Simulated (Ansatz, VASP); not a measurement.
One calculation of LiF, two programs

Contents of INCAR:

```
SYSTEM = LiF
PREC = Accurate
ENCUT = 520
EDIFF = 1E-8
ISMEAR = -1
SIGMA = 0.03
LREAL = .False.
LASPH = .True.
NELM = 80
ALGO = Normal
ISIF = 2
LWAVE = .False.
LCHARG = .False.
LEFG = .True.
NBANDS = 12
```

File KPOINTS:

```
regular mesh
0
Gamma
  10 10 10
  0 0 0
```

The input POSCAR:

```
LiF
1.0
    0.0000000000      2.0140000000      2.0542800000
    2.0140000000      0.0000000000      2.0542800000
    2.0140000000      2.0140000000      0.0000000000
Li F
1 1
Direct
    0.0000000000      0.0000000000      0.0000000000
    0.5000000000      0.5000000000      0.5000000000
```

Input for Ansatz:

```yaml
crystal:
  lattice:
    - [0.0, 2.014, 2.05428]
    - [2.014, 0.0, 2.05428]
    - [2.014, 2.014, 0.0]
  atoms:
    - { symbol: Li, position: [0.0, 0.0, 0.0] }
    - { symbol: F, position: [0.5, 0.5, 0.5] }
kpoints:
  mp_grid: { grid: [10, 10, 10] }
scf:
  occupations: { method: fermi_dirac, width: 0.03 }
hamiltonian:
  xc: lda
  pseudopotentials: { kind: paw }
output:
  forces: true
  stress: true
  eigenvalues: true
  efg: { contact_densities: true }
```

Change from the starting cell: zz strain of +2 %, PAW files.

Alike in both runs: task electric field gradients; functional LDA; k mesh 10 × 10 × 10; occupations fermi-dirac, width 0.03 eV; no spin polarisation.

|  | VASP | Ansatz |
| --- | --- | --- |
| version | VASP 6.6.1 | Ansatz 0.2.0 |
| potentials or method | VASP PAW LDA potentials, release 64 (Li_sv, F) | PAW with Ansatz's default frozen-core files, scalar-relativistic |
| plane-wave cutoff (eV) | 520 | 420 |
| valence electrons in the cell | 10 | 10 |

```tsv
	VASP	Ansatz	Ansatz less VASP
gap on the k mesh at the Fermi level (eV)	8.63	8.64	+0.011
size of Vzz on the site where it differs most (V/Å²)	0.1	0.2	+0.15
```

LDA's correlation is that of Perdew and Zunger in VASP and of Perdew and Wang (1992) in Ansatz.

Noted on VASP's run: the cutoff is short for stress, so the pressure is rough.
